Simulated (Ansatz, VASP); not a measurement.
**One calculation of NiO2, two programs**

The input INCAR:

```
SYSTEM = NiO2
PREC = Accurate
ENCUT = 520
EDIFF = 1E-7
ISMEAR = 0
SIGMA = 0.05
LREAL = .False.
LASPH = .True.
NELM = 100
ALGO = Normal
ISIF = 2
LWAVE = .False.
LCHARG = .False.
GGA = PS
NBANDS = 18
```

KPOINTS

```
Automatic mesh
0
Gamma
  12 12 6
  0 0 0
```

POSCAR

```
NiO2
1.0
    2.8028105550      0.0000000000      0.0000000000
   -1.4014052775      2.4273051426      0.0000000000
    0.0000000000      0.0000000000      4.9060395955
Ni O
1 2
Direct
    0.0000000000      0.0000000000      0.5000000000
    0.6666666667      0.3333333333      0.6750910825
    0.3333333333      0.6666666667      0.3249089175
```

Input for Ansatz:

```yaml
crystal:
  lattice:
    - [2.802810555, 0.0, 0.0]
    - [-1.4014052775, 2.4273051426, 0.0]
    - [0.0, 0.0, 4.9060395955]
  atoms:
    - { symbol: Ni, position: [0.0, 0.0, 0.5] }
    - { symbol: O, position: [0.6666666667, 0.3333333333, 0.6750910825] }
    - { symbol: O, position: [0.3333333333, 0.6666666667, 0.3249089175] }
basis:
  ecutwfc: 520.0
kpoints:
  mp_grid: { grid: [12, 12, 6] }
hamiltonian:
  xc: pbesol
scf:
  occupations: { method: gaussian, width: 0.05 }
output:
  forces: true
  stress: true
  eigenvalues: true
```

Alike in both runs: task single point; functional PBEsol; k mesh 12 × 12 × 6; occupations gaussian, width 0.05 eV; no spin polarisation.

|  | VASP | Ansatz |
| --- | --- | --- |
| version | VASP 6.6.1 | Ansatz 0.2.0 |
| potentials or method | VASP PAW PBE potentials, release 64 (Ni, O), cutoff 520 eV | scalar-relativistic, plane waves, PAW |
| valence electrons in the cell | 22 | 30 |

Ansatz gave:

| Property | Result |
| --- | --- |
| gap on the k mesh at the Fermi level (eV) | 1.04 |
| least direct gap on the mesh (eV) | 1.42 |
| pressure (GPa) | 7.7 |
| traceless stress, the component that is largest in VASP (GPa) | 3.08 |
| rms of the force components (eV/Å) | 0.617 |

Question: Estimate VASP's values.

Answer: gap on the k mesh at the Fermi level (eV): 1.02; least direct gap on the mesh (eV): 1.40; pressure (GPa): 8.4; traceless stress, the component that is largest in VASP (GPa): 2.54; rms of the force components (eV/Å): 0.643.

VASP's potentials were made for PBE, not for PBEsol. Atom by atom the forces differ by 0.026 eV/Å (rms over components). VASP's potentials hold 22 valence electrons a cell and Ansatz's 30, so a difference there can come from the potentials and not from the codes.
